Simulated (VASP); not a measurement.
Cd:

```xyz
4
Lattice="-2.2536 0.0387 -2.3010 -2.2106 -4.4893 2.3353 -2.1986 4.3999 2.1686" Properties=species:S:1:pos:R:3 pbc="T T T"
Cd   -0.0477    0.0346    0.0086
Cd   -2.2709   -2.2031    0.0275
Cd   -2.2137    2.2503   -0.0108
Cd   -2.1304   -0.1325    2.1775
```

```yaml
Program: VASP 6.6.1
Task: relaxation of cell and atoms
Functional: PBE
Potentials_or_basis: VASP PAW PBE potentials, release 64 (Cd)
Cutoff: 600 eV
k_mesh: 6 × 4 × 4
Occupations: gaussian, width 0.2 eV
Spin: no spin polarisation
```

At the start: pressure 1.4 GPa; volume 22.54 Å³/atom.

Task: Where does the relaxation end?

Result: Over 14 steps the energy falls by 27.7 meV/atom and the volume is 23.17 Å³/atom (+2.8 %); space group P1 (No. 1, to 0.1 Å) before, Immm (No. 71, to 0.1 Å).

Step by step:
```tsv
step	energy change (eV)	largest force (eV/Å)	pressure (GPa)	volume (Å³)
1	0.0000	0.5707	1.41	90.17
2	-0.0494	0.3492	0.00	92.79
3	-0.0657	0.1612	-1.23	95.72
4	-0.0968	0.0859	-0.75	94.36
5	-0.1016	0.1158	-0.43	93.72
6	-0.1017	0.1210	-0.36	93.61
7	-0.1060	0.0911	0.04	92.68
8	-0.1065	0.0782	0.23	92.25
9	-0.1078	0.0544	0.05	92.63
10	-0.1081	0.0534	-0.09	92.94
11	-0.1092	0.0554	-0.06	92.91
12	-0.1098	0.0578	-0.02	92.87
13	-0.1105	0.0316	0.00	92.79
14	-0.1109	0.0182	0.04	92.69
```

Final structure:
```xyz
4
Lattice="-2.4042 -0.0014 -2.4021 -2.1605 -4.4563 2.1665 -2.1643 4.4547 2.1655" Properties=species:S:1:pos:R:3 pbc="T T T"
Cd   -2.1656   -4.4496    2.1650
Cd   -4.4545    2.2182    2.0335
Cd   -4.4386   -2.2217    2.0606
Cd   -4.5595   -0.0093   -0.2327
```
